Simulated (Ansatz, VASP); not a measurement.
NiO in VASP and in Ansatz

File INCAR:

```
  ALGO = Normal
  EDIFF = 1E-6
  ENCUT = 600
  GGA = PE
  GGA_COMPAT = F
  ISIF = 2
  ISMEAR = 0
  LASPH = T
  LCHARG = F
  LDAU = T
  LDAUJ = 0 0
  LDAUL = 2 -1
  LDAUPRINT = 1
  LDAUTYPE = 2
  LDAUU = 6.2 0
  LMAXMIX = 4
  LREAL = F
  LWAVE = F
  NBANDS = 19
  NELM = 200
  PREC = Accurate
  SIGMA = 0.05
```

The input KPOINTS:

```
k-points
0
Gamma
  10 10 10
```

The input POSCAR:

```
NiO
1.0
    0.0000000000      2.1338354365      2.1338354365
    2.1338354365      0.0000000000      2.1338354365
    2.1338354365      2.1338354365      0.0000000000
Ni O
1 1
Direct
    0.0000000000      0.0000000000      0.0000000000
    0.5000000000      0.5000000000      0.5000000000
```

Input for Ansatz:

```yaml
crystal:
  lattice:
    - [0.0, 2.1338354365, 2.1338354365]
    - [2.1338354365, 0.0, 2.1338354365]
    - [2.1338354365, 2.1338354365, 0.0]
  atoms:
    - { symbol: Ni, position: [0.0, 0.0, 0.0] }
    - { symbol: O, position: [0.5, 0.5, 0.5] }
basis:
  ecutwfc: 420
  ecutrho_ratio: 4
kpoints:
  mp_grid: { grid: [10, 10, 10] }
hamiltonian:
  xc: pbe
  hubbard: { sites: [{ species: Ni, l: d, u_eff: 6.2 }] }
scf:
  occupations: { method: gaussian, width: 0.05 }
output:
  forces: true
  stress: true
  eigenvalues: true
  populations: true
  hubbard: { sites: [{ species: Ni, l: d }] }
```

Alike in both runs: task single point; functional PBE; k mesh 10 × 10 × 10; occupations gaussian, width 0.05 eV; no spin polarisation; Hubbard terms Ni d U = 6.2 eV.

|  | VASP | Ansatz |
| --- | --- | --- |
| version | VASP 6.6.1 | Ansatz 0.2.0 |
| potentials or method | VASP PAW PBE potentials, release 64 (Ni_sv_GW, O), cutoff 600 eV | scalar-relativistic, plane waves, PAW |
| valence electrons in the cell | 24 | 24 |

|  | VASP | Ansatz | Ansatz less VASP |
| --- | --- | --- | --- |
| gap on the k mesh at the Fermi level (eV) | none | none | - |
| pressure (GPa) | -15.3 | -12.6 | +2.66 |

The programs project onto different local orbitals, so the same U acts differently, and such runs can settle in different states. A gap of «none» marks a metal or a gap that the smearing closes. Ansatz's warnings: filled band counts differ across k points.
